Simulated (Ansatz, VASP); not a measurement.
# SnO2 in VASP and in Ansatz

INCAR

```
PREC     = Accurate       # precision mode
ENCUT    = 520            # plane-wave cutoff, eV
EDIFF    = 1E-7           # SCF threshold, eV
ISMEAR   = 0              # smearing method
SIGMA    = 0.05           # smearing width, eV
LREAL    = False          # projectors in reciprocal space
LASPH    = True           # aspherical terms in the spheres
NELM     = 80             # most SCF steps
ALGO     = Normal         # electronic algorithm
ISIF     = 2              # what is computed and relaxed
LWAVE    = False          # write WAVECAR
LCHARG   = True           # write CHGCAR
GGA      = CA             # functional
LELF     = True           # ELF
LVHAR    = True         
NBANDS   = 20             # bands
```

File KPOINTS:

```
Automatic mesh
0
Gamma
  12 12 12
```

POSCAR

```
SnO2
1.0
    1.6170930752      0.9336291223      4.8005925840
   -1.6170930752      0.9336291223      4.8005925840
    0.0000000000     -1.8672582446      4.8005925840
Sn O
1 2
Direct
    0.5000000000      0.5000000000      0.5000000000
    0.2371700000      0.2371700000      0.2371700000
    0.7628300000      0.7628300000      0.7628300000
```

Input for Ansatz:

```yaml
crystal:
  lattice:
    - [1.6170930752, 0.9336291223, 4.800592584]
    - [-1.6170930752, 0.9336291223, 4.800592584]
    - [0.0, -1.8672582446, 4.800592584]
  atoms:
    - { symbol: Sn, position: [0.5, 0.5, 0.5] }
    - { symbol: O, position: [0.23717, 0.23717, 0.23717] }
    - { symbol: O, position: [0.76283, 0.76283, 0.76283] }
basis:
  ecutwfc: 420
kpoints:
  mp_grid: { grid: [12, 12, 12] }
hamiltonian:
  xc: lda
scf:
  occupations: { method: gaussian, width: 0.05 }
output:
  forces: true
  stress: true
  eigenvalues: true
```

Alike in both runs: task single point; functional LDA; k mesh 12 × 12 × 12; occupations gaussian, width 0.05 eV; no spin polarisation.

|  | VASP | Ansatz |
| --- | --- | --- |
| version | VASP 6.6.1 | Ansatz 0.2.0 |
| potentials or method | VASP PAW LDA potentials, release 64 (Sn_d, O), cutoff 520 eV | scalar-relativistic, plane waves, PAW |
| valence electrons in the cell | 26 | 26 |

|  | VASP | Ansatz | Ansatz less VASP |
| --- | --- | --- | --- |
| gap on the k mesh at the Fermi level (eV) | 1.77 | 1.77 | +0.002 |
| least direct gap on the mesh (eV) | 1.90 | 1.89 | -0.004 |
| pressure (GPa) | -8.4 | -9.1 | -0.70 |
| traceless stress, the component that is largest in VASP (GPa) | 1.30 | 1.77 | +0.474 |
| rms of the force components (eV/Å) | 0.291 | 0.319 | +0.0273 |

LDA's correlation is that of Perdew and Zunger in VASP and of Perdew and Wang (1992) in Ansatz. Atom by atom the forces differ by 0.027 eV/Å (rms over components).
